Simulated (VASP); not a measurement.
A run of VASP 6.6.1:

INCAR

```
SYSTEM = HBr
ALGO = Normal
EDIFF = 1E-6
ENCUT = 520
GGA = CA
ISIF = 2
ISMEAR = 0
LASPH = .True.
LCHARG = .False.
LREAL = .False.
LWAVE = .False.
NBANDS = 11
NELM = 60
PREC = Accurate
SIGMA = 0.1
```

Contents of KPOINTS:

```
k-points
0
Gamma
  6 6 6
  0 0 0
```

Contents of POSCAR:

```
HBr
1.0
    0.0000000000      2.8200000000      3.0315000000
    2.7775000000      0.0000000000      3.0315000000
    2.7775000000      2.8200000000      0.0000000000
H Br
1 1
Direct
    0.0000000000      0.0000000000      0.0000000000
    0.5000000000      0.5000000000      0.5000000000
```

Potentials or basis: VASP PAW LDA potentials, release 64 (H, Br).

Command:

```bash
$ cat potpaw_LDA.64/H/POTCAR potpaw_LDA.64/Br/POTCAR > POTCAR
$ mpirun -np 1 vasp_std > vasp.out
```

Hardware: 1 thread of AMD EPYC 9R45 96-Core Processor (Zen 5), on a shared host.

How long does it take, and how much memory?

Wall time 10 s on 1 thread of AMD EPYC 9R45 96-Core Processor (Zen 5), with other jobs on the host, peak memory 0.13 GiB. Counts: scf iterations 12, k points 46.
